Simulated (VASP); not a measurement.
Write the native input for VASP 6.6.1 that does the following.

```yaml
Task: single point
Functional: PBE
Potentials_or_basis: VASP PAW PBE potentials, release 64 (Na_pv, Cl)
Cutoff: 520 eV
k_mesh: 8 × 8 × 8
Occupations: fermi-dirac, width 0.02 eV
Spin: no spin polarisation
Dipole_correction: no
Further_INCAR_settings: ALGO = Normal; EDIFF = 1e-06; NBANDS = 14
```

The structure of NaCl lies in POSCAR:

```
NaCl
1.0
    3.4595458649      0.0285412534      0.0000000000
    0.0285412534      3.4595458649      0.0000000000
    0.0000000000      0.0000000000      3.4595458649
Na Cl
1 1
Direct
    0.0000000000      0.0000000000      0.0000000000
    0.5000000000      0.5000000000      0.5000000000
```

This cell differs from its parent crystal: shear xy strain +1.7%.

These files were run (other wordings do the same):

INCAR

```
SYSTEM = NaCl
ALGO = Normal
EDIFF = 1E-6
ENCUT = 520
GGA = PE
ISIF = 2
ISMEAR = -1
LASPH = .True.
LCHARG = .False.
LREAL = .False.
LWAVE = .False.
NBANDS = 14
NELM = 60
PREC = Accurate
SIGMA = 0.02
```

KPOINTS

```
k-points
0
Gamma
  8 8 8
  0 0 0
```

Potentials or basis: VASP PAW PBE potentials, release 64 (Na_pv, Cl).

The run is started by

```sh
$ cat potpaw_PBE.64/Na_pv/POTCAR potpaw_PBE.64/Cl/POTCAR > POTCAR
$ mpirun -np 1 vasp_std > vasp.out
```

It gave:

- Pressure: 1.1 GPa
- Band gap on the k mesh: 4.11 eV, indirect (least direct gap 4.60 eV)

Caveat: the cell differs from its parent crystal (shear xy strain +1.7%).

It took 18 s on 1 thread of Intel(R) Xeon(R) 6975P-C (Granite Rapids), with other jobs on the host, peak memory 0.18 GiB.
